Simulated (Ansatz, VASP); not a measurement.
Two plane-wave programs on LiTlF4

INCAR

```
ALGO = Normal
EDIFF = 1E-7
ENCUT = 520
GGA = PE
ISIF = 2
ISMEAR = 0
LASPH = True
LCHARG = True
LELF = True
LREAL = False
LVHAR = True
LWAVE = False
NBANDS = 56
NELM = 60
PREC = Accurate
SIGMA = 0.1
```

KPOINTS

```
k-points
0
Gamma
  4 4 2
```

File POSCAR:

```
LiTlF4
1.0
    0.0000000000      3.7661876000      0.0000000000
    0.0000000000      0.0000000000      5.3055185000
    7.5323752000      0.0000000000      0.0000000000
Li Tl F
2 2 8
Direct
    0.0000000000      0.0000000000      0.0000000000
    0.0000000000      0.0000000000      0.5000000000
    0.5000000000      0.5000000000      0.2500000000
    0.5000000000      0.5000000000      0.7500000000
    0.0000000000      0.2502720000      0.2500000000
    0.0000000000      0.2502720000      0.7500000000
    0.5000000000      0.7497280000      0.0000000000
    0.5000000000      0.7497280000      0.5000000000
    0.0000000000      0.7497280000      0.2500000000
    0.0000000000      0.7497280000      0.7500000000
    0.5000000000      0.2502720000      0.0000000000
    0.5000000000      0.2502720000      0.5000000000
```

Input for Ansatz:

```yaml
crystal:
  lattice:
    - [0.0, 3.7661876, 0.0]
    - [0.0, 0.0, 5.3055185]
    - [7.5323752, 0.0, 0.0]
  atoms:
    - { symbol: Li, position: [0.0, 0.0, 0.0] }
    - { symbol: Li, position: [0.0, 0.0, 0.5] }
    - { symbol: Tl, position: [0.5, 0.5, 0.25] }
    - { symbol: Tl, position: [0.5, 0.5, 0.75] }
    - { symbol: F, position: [0.0, 0.250272, 0.25] }
    - { symbol: F, position: [0.0, 0.250272, 0.75] }
    - { symbol: F, position: [0.5, 0.749728, 0.0] }
    - { symbol: F, position: [0.5, 0.749728, 0.5] }
    - { symbol: F, position: [0.0, 0.749728, 0.25] }
    - { symbol: F, position: [0.0, 0.749728, 0.75] }
    - { symbol: F, position: [0.5, 0.250272, 0.0] }
    - { symbol: F, position: [0.5, 0.250272, 0.5] }
basis:
  ecutwfc: 420
kpoints:
  mp_grid: { grid: [4, 4, 2] }
hamiltonian:
  xc: pbe
scf:
  occupations: { method: gaussian, width: 0.1 }
  lower_state_search: "off"
output:
  forces: true
  stress: true
  eigenvalues: true
```

Alike in both runs: task single point; functional PBE; k mesh 4 × 4 × 2; occupations gaussian, width 0.1 eV; no spin polarisation.

|  | VASP | Ansatz |
| --- | --- | --- |
| version | VASP 6.6.1 | Ansatz 0.2.0 |
| potentials or method | VASP PAW PBE potentials, release 64 (Li_sv, Tl_d, F), cutoff 520 eV | scalar-relativistic, plane waves, PAW |
| valence electrons in the cell | 88 | 88 |

Ansatz gave:

| Property | Result |
| --- | --- |
| gap on the k mesh at the Fermi level (eV) | 1.94 |
| least direct gap on the mesh (eV) | 2.15 |
| rms of the force components (eV/Å) | 0.000 |

Q: What did VASP give for the same quantities?

A: gap on the k mesh at the Fermi level (eV): 1.91; least direct gap on the mesh (eV): 2.11; rms of the force components (eV/Å): 0.009.

Atom by atom the forces differ by 0.009 eV/Å (rms over components).

Spin-orbit coupling is off throughout. Noted on VASP's run: the cutoff is under 1.25 times that of the potentials, so the pressure is a little rough.
